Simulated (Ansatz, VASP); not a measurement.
**One calculation of Be3ZnSe4, two programs**

```
Be Zn Se
1.0
     5.31996    0.00000    0.00000
     0.00000    5.31996    0.00000
     0.00000    0.00000    5.31996
Be Zn Se
3 1 4
Direct
  0.50000 0.00000 0.50000
  0.50000 0.50000 0.00000
  0.00000 0.50000 0.50000
  0.00000 0.00000 0.00000
  0.26277 0.73723 0.73723
  0.26277 0.26277 0.26277
  0.73723 0.73723 0.26277
  0.73723 0.26277 0.73723
```

Alike in both runs: functional PBE; k mesh 4 × 4 × 4; occupations gaussian, width 0.02 eV; no spin polarisation.

Ansatz relaxed the structure, and its values are those at the end. VASP's run is a single point on that final structure, the one shown.

|  | VASP | Ansatz |
| --- | --- | --- |
| version | VASP 6.6.1 | Ansatz 0.2.0 |
| potentials or method | VASP PAW PBE potentials, release 64 (Be, Zn, Se), cutoff 600 eV | scalar-relativistic, plane waves, PAW |
| valence electrons in the cell | 42 | 82 |

|  | VASP | Ansatz | Ansatz less VASP |
| --- | --- | --- | --- |
| gap on the k mesh at the Fermi level (eV) | 2.75 | 2.75 | +0.008 |
| least direct gap on the mesh (eV) | 2.75 | 2.75 | +0.008 |
| pressure (GPa) | 0.2 | 0.0 | -0.19 |
| rms of the force components (eV/Å) | 0.007 | 0.002 | -0.0050 |

VASP's potentials hold 42 valence electrons a cell and Ansatz's 82, so a difference there can come from the potentials and not from the codes.
